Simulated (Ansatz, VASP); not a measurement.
**BeS: VASP beside Ansatz**

```
Be S
1.0
     0.00000    2.26510    2.37681
     2.37681    0.00000    2.37681
     2.37681    2.26510    0.00000
Be S
1 1
Direct
  0.00000 0.00000 0.00000
  0.75000 0.75000 0.75000
```

Alike in both runs: task single point; functional PBEsol; k mesh 10 × 10 × 10; occupations gaussian, width 0.05 eV; no spin polarisation.

```csv
,VASP,Ansatz
version,VASP 6.6.1,Ansatz 0.2.0
potentials or method,"VASP PAW PBE potentials, release 64 (Be, S), cutoff 520 eV","scalar-relativistic, plane waves, PAW"
valence electrons in the cell,8,8
```

```tsv
	VASP	Ansatz	Ansatz less VASP
gap on the k mesh at the Fermi level (eV)	2.22	2.21	-0.004
least direct gap on the mesh (eV)	5.35	5.31	-0.032
pressure (GPa)	12.0	11.8	-0.18
traceless stress, the component that is largest in VASP (GPa)	2.87	2.89	+0.018
```

VASP's potentials were made for PBE, not for PBEsol. With one functional, cell and mesh, what is left measures potentials, basis and numerics.
